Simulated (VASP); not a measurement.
**B: single point with PBE**

The system is B.

```
CELL_PARAMETERS angstrom
2.51443 0.00000 0.00000
0.00000 2.51443 0.00000
0.00000 0.00000 3.49349
ATOMIC_POSITIONS crystal
B 0.50000 0.50000 0.21969
B 0.50000 0.50000 0.78031
B 0.00000 0.00000 0.00000
```

The cell was built from a structure type or drawn by symmetry, and may not be a known phase.

- Program: VASP 6.6.1
- Task: single point
- Functional: PBE
- Potentials or basis: VASP PAW PBE potentials, release 64 (B)
- Cutoff: 520 eV
- k mesh: 6 × 6 × 6
- Occupations: gaussian, width 0.1 eV
- Spin: no spin polarisation

```yaml
Pressure: 3.4 GPa
Largest_force: 5.185 eV/Å
Band_gap_on_the_k_mesh: zero (an odd number of electrons rules out a gap without spin polarisation)
```

Forces in eV/Å, atoms in the order of the input:
```
B    0.000  0.000  5.185
B    0.000  0.000 -5.185
B    0.000  0.000  0.000
```

Stress tensor (GPa, compression positive):
```
-0.41  0.00  0.00
 0.00 -0.41  0.00
 0.00  0.00 11.13
```

Levels at points of the mesh, in eV from the Fermi level:
```tsv
k point	band 1	band 2	band 3	band 4	band 5	band 6	band 7	band 8	band 9
(0.00, 0.00, 0.00)	-15.97	-5.44	-4.38	-0.60	-0.60	7.74	9.90	10.04	10.04
(0.50, 0.00, 0.00)	-12.07	-10.52	-3.19	-1.70	2.73	3.75	5.69	6.86	9.86
(0.50, 0.50, 0.00)	-7.88	-7.88	-6.83	-2.60	-1.07	3.56	3.86	3.86	8.10
(0.00, 0.00, 0.50)	-15.17	-10.14	0.03	0.03	4.08	4.70	7.12	7.12	11.07
(0.50, 0.00, 0.50)	-11.57	-9.51	-5.51	-4.97	4.79	5.88	6.85	8.93	12.04
(0.50, 0.50, 0.50)	-7.11	-7.11	-6.58	-1.96	-1.69	-0.10	-0.10	1.37	11.18
```

It took 8.2 s on 1 thread of Intel(R) Xeon(R) Platinum 8488C (Sapphire Rapids), on a shared host, peak memory 0.13 GiB.

Caveat: the k points lie up to 0.42 Å⁻¹ apart, too coarse for converged energies and pressures of a metal; forces of over 1 eV/Å act on the atoms, so gaps and moduli don't describe the material at rest.
